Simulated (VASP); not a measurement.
Wanted: the native input for a VASP 6.6.1 run.

* Task: relaxation of shape and atoms at fixed volume
* Functional: PBEsol
* Potentials or basis: VASP PAW PBE potentials, release 64 (As)
* Cutoff: 600 eV
* k mesh: 12 × 12 × 12
* Occupations: gaussian, width 0.1 eV
* Spin: no spin polarisation
* Dipole correction: no
* Further INCAR settings: ALGO = Normal; EDIFF = 1e-06; IBRION = 2; EDIFFG = -0.01; NSW = 50; ISIF = 4

The structure of As lies in POSCAR:

```
As
1.0
    1.8628496090      1.0755167232      3.2591224227
   -1.8628496090      1.0755167232      3.2591224227
    0.0000000000     -2.1510334464      3.2591224226
As
2
Direct
    0.7684123109      0.7684123109      0.7684123109
    0.2315876891      0.2315876891      0.2315876891
```

One way to write it, as run:

INCAR

```
SYSTEM = As
  PREC = Accurate
  ENCUT = 600
  EDIFF = 1E-6
  ISMEAR = 0
  SIGMA = 0.1
  LREAL = .FALSE.
  LASPH = .TRUE.
  NELM = 80
  ALGO = Normal
  ISIF = 4
  LWAVE = .FALSE.
  LCHARG = .FALSE.
  GGA = PS
  IBRION = 2
  NSW = 50
  EDIFFG = -0.01
```

KPOINTS

```
Automatic mesh
0
G
  12 12 12
  0 0 0
```

Potentials or basis: VASP PAW PBE potentials, release 64 (As).

Run with:

```console
$ cat potpaw_PBE.64/As/POTCAR > POTCAR
$ mpirun -np 1 vasp_std > vasp.out
```

It gave:

```
Energy gained by relaxing : 2.8 meV/atom
Ionic steps               : 5
Pressure after relaxing   : 4.2 GPa
Band gap on the k mesh    : zero (bands 5 and 6 overlap by 0.45 eV)
```

Caveat: the PAW data sets were made with another functional, which shifts forces and pressure a little.

It took 71 s on 1 thread of AMD EPYC 9R45 96-Core Processor (Zen 5), on a shared host, peak memory 0.2 GiB.
